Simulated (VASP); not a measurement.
TiO2 (Brookite): single point with PBE

TiO2 (Brookite):

```
Ti O
1.0
     5.15700    0.00000    0.00000
     0.00000    9.19100    0.00000
     0.00000    0.00000    5.46300
Ti O
8 16
Cartesian
  0.7162 1.1853 4.9463
  3.2947 3.4102 0.5167
  4.4408 5.7808 3.2482
  1.8623 8.0057 2.2148
  4.4408 8.0057 0.5167
  1.8623 5.7808 4.9463
  0.7162 3.4102 2.2148
  3.2947 1.1853 3.2482
  4.2087 0.0889 4.6489
  1.6302 4.5066 0.8141
  0.9483 4.6844 3.5456
  3.5268 9.1021 1.9174
  0.9483 9.1021 0.8141
  3.5268 4.6844 4.6489
  4.2087 4.5066 1.9174
  1.6302 0.0889 3.5456
  2.3943 2.1133 4.8703
  4.9728 2.4822 0.5927
  2.7627 6.7088 3.3242
  0.1842 7.0777 2.1388
  2.7627 7.0777 0.5927
  0.1842 6.7088 4.8703
  2.3943 2.4822 2.1388
  4.9728 2.1133 3.3242
```

```yaml
Program: VASP 6.6.1
Task: single point
Functional: PBE
Potentials_or_basis: VASP PAW PBE potentials, release 64 (Ti_sv, O)
Cutoff: 520 eV
k_mesh: 4 × 3 × 4
Occupations: fermi-dirac, width 0.02 eV
Spin: no spin polarisation
```

```yaml
Pressure: 4.1 GPa
Largest_force: 0.046 eV/Å
Band_gap_on_the_k_mesh: 2.34 eV, direct
```

Forces on the atoms (eV/Å):
```
Ti   0.002  0.031 -0.031
Ti   0.002 -0.031  0.031
Ti  -0.002  0.031  0.031
Ti  -0.002 -0.031 -0.031
Ti  -0.002 -0.031  0.031
Ti  -0.002  0.031 -0.031
Ti   0.002 -0.031 -0.031
Ti   0.002  0.031  0.031
O   -0.026  0.017 -0.034
O   -0.026 -0.017  0.034
O    0.026  0.017  0.034
O    0.026 -0.017 -0.034
O    0.026 -0.017  0.034
O    0.026  0.017 -0.034
O   -0.026 -0.017 -0.034
O   -0.026  0.017  0.034
O    0.011  0.000 -0.007
O    0.011  0.000  0.007
O   -0.011  0.000  0.007
O   -0.011  0.000 -0.007
O   -0.011  0.000  0.007
O   -0.011  0.000 -0.007
O    0.011  0.000 -0.007
O    0.011  0.000  0.007
```

Stress tensor (GPa, compression positive):
```
3.70 0.00 0.00
0.00 4.33 0.00
0.00 0.00 4.27
```

Levels at points of the mesh, in eV from the valence-band top:
| k point | band 93 | band 94 | band 95 | band 96 | band 97 | band 98 | band 99 | band 100 |
| --- | --- | --- | --- | --- | --- | --- | --- | --- |
| (0.00, 0.00, 0.00) | -0.47 | -0.23 | -0.18 | 0.00 | 2.34 | 2.70 | 2.86 | 2.87 |
| (0.50, 0.00, 0.00) | -0.60 | -0.60 | -0.19 | -0.19 | 2.64 | 2.64 | 2.85 | 2.85 |
| (0.00, 0.00, 0.50) | -0.64 | -0.64 | -0.59 | -0.59 | 2.76 | 2.76 | 2.96 | 2.96 |
| (0.50, 0.00, 0.50) | -0.67 | -0.67 | -0.67 | -0.67 | 2.91 | 2.91 | 2.91 | 2.91 |

It took 18 min on 1 thread of Intel(R) Xeon(R) Platinum 8259CL CPU @ 2.50GHz (Skylake/Cascade Lake), with other jobs on the host, peak memory 0.53 GiB.

A k mesh can miss the band edges.
